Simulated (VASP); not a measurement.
# CsSnI3 (P4mm) in VASP: single point with PBE

Aim: the single point of CsSnI3 with PBE.

Everything below comes from runs of VASP 6.6.1. Logs are shortened: lines on timing, memory, paths and dates and some standing lists are left out, and cuts for length are marked.

## Step 1: The cell of the first run

Symmetry: P4mm, No. 99, tetragonal system. The conventional cell has a = 6.269 Å, b = 6.269 Å, c = 6.079 Å, α = 90.00°, β = 90.00°, γ = 90.00°. Within 5.3 Å of Cs (site symmetry 4mm) lie 12 I at 4.02 to 4.75 Å and 4 Sn at 5.25 Å. Within 3.9 Å of Sn (site symmetry 4mm) lie 6 I at 2.93 to 3.15 Å. I (site symmetry 2mm) has 2 Sn at 3.15 Å and 2 Cs at 4.02 Å within 4.1 Å. Within 3.9 Å of I (site symmetry 4mm) lie 2 Sn at 2.93 to 3.15 Å.

## Step 2: Single point, PBE

INCAR reads:

```
PREC = Accurate
ENCUT = 520
EDIFF = 1E-6
ISMEAR = 0
SIGMA = 0.1
LREAL = False
LASPH = True
NELM = 60
ALGO = Normal
ISIF = 2
LWAVE = False
LCHARG = False
GGA = PE
NBANDS = 30
```

KPOINTS reads:

```
Automatic mesh
0
Gamma
  4 4 4
```

POSCAR reads:

```
CsSnI3
1.0
    6.2689492200      0.0000000000      0.0000000000
    0.0000000000      6.2689492200      0.0000000000
    0.0000000000      0.0000000000      6.0792013200
Cs Sn I
1 1 3
Direct
    0.0000000000      0.0000000000      0.0531769200
    0.5000000000      0.5000000000      0.5167797600
    0.0000000000      0.5000000000      0.4659318100
    0.5000000000      0.5000000000      0.9981797100
    0.5000000000      0.0000000000      0.4659318100
```

Potentials or basis: VASP PAW PBE potentials, release 64 (Cs_sv, Sn_d, I).

On the command line:

```sh
$ cat potpaw_PBE.64/Cs_sv/POTCAR potpaw_PBE.64/Sn_d/POTCAR potpaw_PBE.64/I/POTCAR > POTCAR
$ mpirun -np 1 vasp_std > vasp.out
```

OUTCAR:

```text
PREC = Accurate
   ENCUT = 520
   EDIFF = 1E-6
   ISMEAR = 0
   LREAL = False
   LASPH = True
   NELM = 60
   ISIF = 2
   GGA = PE

 ion  position               nearest neighbor table
   1  0.000  0.000  0.053-
   2  0.500  0.500  0.517-   4 2.93   3 3.15   5 3.15   5 3.15   3 3.15   4 3.15
   3  0.000  0.500  0.466-   2 3.15   2 3.15
   4  0.500  0.500  0.998-   2 2.93   2 3.15
   5  0.500  0.000  0.466-   2 3.15   2 3.15

  LATTYP: Found a simple tetragonal cell.
 ALAT       =     6.2689492200
 C/A-ratio  =     0.9697321045

  Lattice vectors:

 A1 = (   6.2689492200,   0.0000000000,   0.0000000000)
 A2 = (   0.0000000000,   6.2689492200,   0.0000000000)
 A3 = (   0.0000000000,   0.0000000000,   6.0792013200)

Analysis of symmetry for initial positions (statically):
=====================================================================
 Subroutine PRICEL returns:
 Original cell was already a primitive cell.

 Routine SETGRP: Setting up the symmetry group for a
 simple tetragonal supercell.

 Subroutine GETGRP returns: Found  8 space group operations
 (whereof  8 operations were pure point group operations)
 out of a pool of 16 trial point group operations.

The static configuration has the point symmetry C_4v.

Analysis of symmetry for dynamics (positions and initial velocities):
=====================================================================
 Subroutine PRICEL returns:
 Original cell was already a primitive cell.

 Routine SETGRP: Setting up the symmetry group for a
 simple tetragonal supercell.

 Subroutine GETGRP returns: Found  8 space group operations
 (whereof  8 operations were pure point group operations)
 out of a pool of 16 trial point group operations.

The dynamic configuration has the point symmetry C_4v.

 Subroutine INISYM returns: Found  8 space group operations
 (whereof  8 operations are pure point group operations),
 and found     1 'primitive' translations

----------------------------------------------------------------------------------------

                                     Primitive cell

  volume of cell :     238.9109

  direct lattice vectors                    reciprocal lattice vectors
     6.268949220  0.000000000  0.000000000     0.159516366  0.000000000  0.000000000
     0.000000000  6.268949220  0.000000000     0.000000000  0.159516366  0.000000000
     0.000000000  0.000000000  6.079201320     0.000000000  0.000000000  0.164495293

  length of vectors
     6.268949220  6.268949220  6.079201320     0.159516366  0.159516366  0.164495293

  position of ions in fractional coordinates (direct lattice)
     0.000000000  0.000000000  0.053176920
     0.500000000  0.500000000  0.516779760
     0.000000000  0.500000000  0.465931810
     0.500000000  0.500000000  0.998179710
     0.500000000  0.000000000  0.465931810

  ion indices of the primitive-cell ions
   primitive index   ion index
                 1           1
                 2           2
                 3           3
                 4           4
                 5           5

----------------------------------------------------------------------------------------

 KPOINTS: Automatic mesh

Automatic generation of k-mesh.
 Grid dimensions read from file:
 generate k-points for:    4    4    4

 Generating k-lattice:

  Cartesian coordinates                     Fractional coordinates (reciprocal lattice)
     0.039879092  0.000000000  0.000000000     0.250000000  0.000000000  0.000000000
     0.000000000  0.039879092  0.000000000     0.000000000  0.250000000  0.000000000
     0.000000000  0.000000000  0.041123823     0.000000000  0.000000000  0.250000000

  Length of vectors
     0.039879092  0.039879092  0.041123823

  Shift w.r.t. Gamma in fractional coordinates (k-lattice)
     0.000000000  0.000000000  0.000000000

 Subroutine IBZKPT returns following result:
 ===========================================

 Found     18 irreducible k-points:

 Following reciprocal coordinates:
            Coordinates               Weight
  0.000000  0.000000  0.000000      1.000000
  0.250000  0.000000  0.000000      4.000000
  0.500000  0.000000  0.000000      2.000000
  0.250000  0.250000  0.000000      4.000000
  0.500000  0.250000  0.000000      4.000000
  0.500000  0.500000  0.000000      1.000000
[... 10 lines left out ...]
  0.500000  0.250000  0.500000      4.000000
  0.500000  0.500000  0.500000      1.000000
   k-points           NKPTS =     18   k-points in BZ     NKDIM =     18   number of bands    NBANDS=     30
   number of dos      NEDOS =    301   number of ions     NIONS =      5
   total plane-waves  NPLWV = 110592
   dimension x,y,z NGX =    48 NGY =   48 NGZ =   48
   dimension x,y,z NGXF=    96 NGYF=   96 NGZF=   96
   ions per type =               1   1   3
   NGX,Y,Z   is equivalent  to a cutoff of  12.73, 12.73, 13.13 a.u.
   NGXF,Y,Z  is equivalent  to a cutoff of  25.46, 25.46, 26.25 a.u.
 SYSTEM =  unknown system
   PREC   = accura    normal or accurate (medium, high low for compatibility)
   ISTART =      0    job   : 0-new  1-cont  2-samecut
   ICHARG =      2    charge: 1-file 2-atom 10-const
   ISPIN  =      1    spin polarized calculation?
   LNONCOLLINEAR =      F non collinear calculations
   LSORBIT =      F    spin-orbit coupling
   LASPH  =      T    aspherical Exc in radial PAW
   ENCUT  =  520.0 eV  38.22 Ry    6.18 a.u.  11.66 11.66 11.30*2*pi/ulx,y,z
   NELM   =     60;   NELMIN=  2; NELMDL= -5     # of ELM steps
   EDIFF  = 0.1E-05   stopping-criterion for ELM
   LREAL  =      F    real-space projection
   EDIFFG = 0.1E-04   stopping-criterion for IOM
   NSW    =      0    number of steps for IOM
   IBRION =     -1    ionic relax: 0-MD 1-quasi-New 2-CG
   NFREE  =      0    steps in history (QN), initial steepest desc. (CG)
   ISIF   =      2    stress and relaxation
   ISYM   =      2    0-nonsym 1-usesym 2-fastsym
   POTIM  = 0.5000    time-step for ionic-motion
   TEBEG  =    0.0;   TEEND  =   0.0 temperature during run
   PSTRESS=    0.0 pullay stress
   NELECT =      44.0000    total number of electrons
   NUPDOWN=      -1.0000    fix difference up-down
   EMIN   =  10.00;   EMAX   =-10.00  energy-range for DOS
   EFERMI =   0.00;   METHOD = LEGACY
   ISMEAR =     0;   SIGMA  =   0.10  broadening in eV -4-tet -1-fermi 0-gaus
   EFERMI_NEDOS =   21; number of points for ismear=-14 and -15
   IALGO  =     38    algorithm
   IMIX   =      4    mixing-type and parameters
     AMIX     =   0.40;   BMIX     =  1.00
     AMIX_MAG =   1.60;   BMIX_MAG =  1.00
  volume/ion in A,a.u.               =      47.78       322.45
  Fermi-wavevector in a.u.,A,eV,Ry     =   0.931423  1.760135 11.803723  0.867549
  Thomas-Fermi vector in A             =   2.057915
   LORBIT       =      0    0 simple, 1 ext, 2 COOP (PROOUT), +10 PAW based schemes
   GGA     = PE    functional components
   LHFCALC =     F    Hartree Fock is set to
   AEXX    =    0.0000 exact exchange contribution
   IVDW    =     0    specifies the selected vdW correction
   LEPSILON=     F    determine dielectric tensor
   LRPA    =     F    only Hartree local field effects (RPA)
 non-spin polarized calculation
 Gauss-broadening in eV      SIGMA  =   0.10
  energy-cutoff  :      520.00
  volume of cell :      238.91
 maximum number of plane-waves:      6464
 NGX is ok and might be reduce to    48
   NGX = 23   NGY = 23   NGZ = 23

 number of electron      43.9999984 magnetization

 Free energy of the ion-electron system (eV)
  ---------------------------------------------------
  ext. energy  EPLUGINS =         0.00000000
  ---------------------------------------------------
  free energy    TOTEN  =       -13.89641640 eV

  energy without entropy =      -13.89640627  energy(sigma->0) =      -13.89641133

 E-fermi :   2.9500     XC(G=0):  -7.5067

 val. band max:        2.7223471955   @ k =   0.5000   0.5000   0.5000
 cond. band min:       3.1914443490   @ k =   0.5000   0.5000   0.5000
 fundamental gap:      0.4690971535
 Fermi energy:         2.9500489961

 k-point     1 :       0.0000    0.0000    0.0000
  band No.  band energies     occupation
      1     -19.3489      2.00000
      2     -19.2342      2.00000
      3     -19.2330      2.00000
      4     -19.2203      2.00000
      5     -19.2102      2.00000
      6     -19.2102      2.00000
[... 22 lines left out ...]
     29       7.5353      0.00000
     30       7.5353      0.00000

 k-point     2 :       0.2500    0.0000    0.0000
  band No.  band energies     occupation
      1     -19.3487      2.00000
      2     -19.2338      2.00000
      3     -19.2328      2.00000
      4     -19.2204      2.00000
      5     -19.2103      2.00000
      6     -19.2102      2.00000
[... 22 lines left out ...]
     29       7.2651      0.00000
     30       7.4519      0.00000

 k-point     3 :       0.5000    0.0000    0.0000
  band No.  band energies     occupation
      1     -19.3485      2.00000
      2     -19.2336      2.00000
      3     -19.2324      2.00000
      4     -19.2205      2.00000
      5     -19.2103      2.00000
      6     -19.2102      2.00000
[... 22 lines left out ...]
     29       7.6167      0.00000
     30       7.7104      0.00000

 k-point     4 :       0.2500    0.2500    0.0000
  band No.  band energies     occupation
      1     -19.3485      2.00000
      2     -19.2333      2.00000
      3     -19.2327      2.00000
      4     -19.2204      2.00000
      5     -19.2103      2.00000
      6     -19.2103      2.00000
[... 22 lines left out ...]
     29       7.4274      0.00000
     30       7.6539      0.00000

 k-point     5 :       0.5000    0.2500    0.0000
  band No.  band energies     occupation
      1     -19.3483      2.00000
      2     -19.2330      2.00000
      3     -19.2324      2.00000
      4     -19.2205      2.00000
      5     -19.2103      2.00000
      6     -19.2103      2.00000
[... 22 lines left out ...]
     29       7.4991      0.00000
     30       7.9487      0.00000
[... 328 lines left out ...]
     29       7.9002      0.00000
     30       7.9409      0.00000

 k-point    16 :       0.2500    0.2500    0.5000
  band No.  band energies     occupation
      1     -19.3480      2.00000
      2     -19.2333      2.00000
      3     -19.2305      2.00000
      4     -19.2205      2.00000
      5     -19.2105      2.00000
      6     -19.2105      2.00000
[... 22 lines left out ...]
     29       7.5529      0.00000
     30       7.6544      0.00000

 k-point    17 :       0.5000    0.2500    0.5000
  band No.  band energies     occupation
      1     -19.3478      2.00000
      2     -19.2328      2.00000
      3     -19.2303      2.00000
      4     -19.2205      2.00000
      5     -19.2106      2.00000
      6     -19.2105      2.00000
[... 22 lines left out ...]
     29       7.4555      0.00000
     30       7.8255      0.00000

 k-point    18 :       0.5000    0.5000    0.5000
  band No.  band energies     occupation
      1     -19.3476      2.00000
      2     -19.2323      2.00000
      3     -19.2302      2.00000
      4     -19.2206      2.00000
      5     -19.2106      2.00000
      6     -19.2106      2.00000
[... 22 lines left out ...]
     29       6.9636      0.00000
     30       8.0283      0.00000

------------------------ aborting loop because EDIFF is reached ----------------------------------------

  FORCE on cell =-STRESS in cart. coord.  units (eV):
  Direction    XX          YY          ZZ          XY          YZ          ZX
  --------------------------------------------------------------------------------------
  -------------------------------------------------------------------------------------
  Total        0.7251460      0.7251460      3.1267602      0.0000000     -0.0000000      0.0000000
  in kB        4.8629523      4.8629523     20.9685852      0.0000000     -0.0000000      0.0000000
  external PRESSURE =      10.2314966 kB  Pullay stress =       0.0000000 kB

 VOLUME and BASIS-vectors are now :
 -----------------------------------------------------------------------------
  energy-cutoff  :      520.00
  volume of cell :      238.91
      direct lattice vectors                 reciprocal lattice vectors
     6.268949220  0.000000000  0.000000000     0.159516366  0.000000000  0.000000000
     0.000000000  6.268949220  0.000000000     0.000000000  0.159516366  0.000000000
     0.000000000  0.000000000  6.079201320     0.000000000  0.000000000  0.164495293

 POSITION                                       TOTAL-FORCE (eV/Angst)
 -----------------------------------------------------------------------------------
      0.00000      0.00000      0.32327         0.000000      0.000000     -0.091849
      3.13447      3.13447      3.14161        -0.000000      0.000000     -0.143813
      0.00000      3.13447      2.83249         0.000000      0.000000      0.093017
      3.13447      3.13447      6.06814         0.000000     -0.000000      0.049628
      3.13447      0.00000      2.83249         0.000000      0.000000      0.093017
 -----------------------------------------------------------------------------------
    total drift:                                0.000000     -0.000000      0.000358

  FREE ENERGIE OF THE ION-ELECTRON SYSTEM (eV)
  ---------------------------------------------------
  free  energy   TOTEN  =       -13.8964164008 eV

  energy  without entropy=      -13.8964062685  energy(sigma->0) =      -13.89641133
```

Wall time 2 min (1 thread of Intel Xeon Platinum 8259CL at 2.50GHz (Skylake/Cascade Lake), shared host); peak memory 0.39 GiB.

Results:

| Quantity | Value |
| --- | --- |
| Free energy | -13.8964 eV |
| Pressure | 1.0 GPa |
| Largest force | 0.144 eV/Å |
| Band gap on the k mesh | 0.47 eV, direct |

Forces in eV/Å, atoms in the order of the input:
```
Cs   0.000  0.000 -0.092
Sn   0.000  0.000 -0.144
I    0.000  0.000  0.093
I    0.000  0.000  0.050
I    0.000  0.000  0.093
```

Stress tensor (GPa, compression positive):
```
0.49 0.00 0.00
0.00 0.49 0.00
0.00 0.00 2.10
```

Caveat: spin-orbit coupling is left out, which moves the levels of the heavy elements.
